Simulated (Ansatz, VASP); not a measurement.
## Ir3O in VASP and in Ansatz

```
Ir O
1.0
    -2.47427    2.47427    2.47427
     2.47427   -2.47427    2.47427
     2.47427    2.47427   -2.47427
Ir O
3 1
Direct
  0.00000 0.50000 0.50000
  0.50000 0.00000 0.50000
  0.50000 0.50000 0.00000
  0.00000 0.00000 0.00000
```

Alike in both runs: functional PBE; k mesh 14 × 14 × 14; occupations gaussian, width 0.1 eV; no spin polarisation.

Ansatz relaxed the structure, and its values are those at the end. VASP's run is a single point on that final structure, the one shown.

|  | VASP | Ansatz |
| --- | --- | --- |
| version | VASP 6.6.1 | Ansatz 0.2.0 |
| potentials or method | VASP PAW PBE potentials, release 64 (Ir, O), cutoff 520 eV | scalar-relativistic, plane waves, PAW |
| valence electrons in the cell | 33 | 57 |

```tsv
	VASP	Ansatz	Ansatz less VASP
gap on the k mesh at the Fermi level (eV)	none	none	-
pressure (GPa)	0.1	0.0	-0.10
```

A gap of «none» marks a metal or a gap that the smearing closes. The functional is the same, so the differences come from potentials, cutoffs and numerics. VASP's potentials hold 33 valence electrons a cell and Ansatz's 57, so a difference there can come from the potentials and not from the codes.

Neither program's run includes spin-orbit coupling.
